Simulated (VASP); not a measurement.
## NiO: single point with PBE

Crystal: NiO.

```
Ni O
1.0
     2.94991    0.00000    0.00000
     1.47496    2.55470    0.00000
     1.47496    0.85157    2.40859
Ni O
1 1
Direct
  0.00000 0.00000 0.00000
  0.50000 0.50000 0.50000
```

```yaml
Program: VASP 6.6.1
Task: single point
Functional: PBE
Potentials_or_basis: VASP PAW PBE potentials, release 64 (Ni, O)
Cutoff: 600 eV
k_mesh: 12 × 12 × 12
Occupations: fermi-dirac, width 0.1 eV
Spin: collinear spin, zero start
Starting_moments: "[0.0, 0.0] μB"
Fixed_moment: 0 μB
Dipole_correction: no
Further_INCAR_settings: ALGO = Normal; EDIFF = 1e-06; NBANDS = 19
```

The pressure is -1.6 GPa, the net moment is 0.00 μB per cell and the valence electrons inside the program's atomic spheres are Ni 9.06; O 4.94.

It took 50 s on 1 thread of Intel Xeon 8259CL (shared host), peak memory 0.18 GiB.

Caveat: the total moment is fixed, so each spin has its own Fermi level.
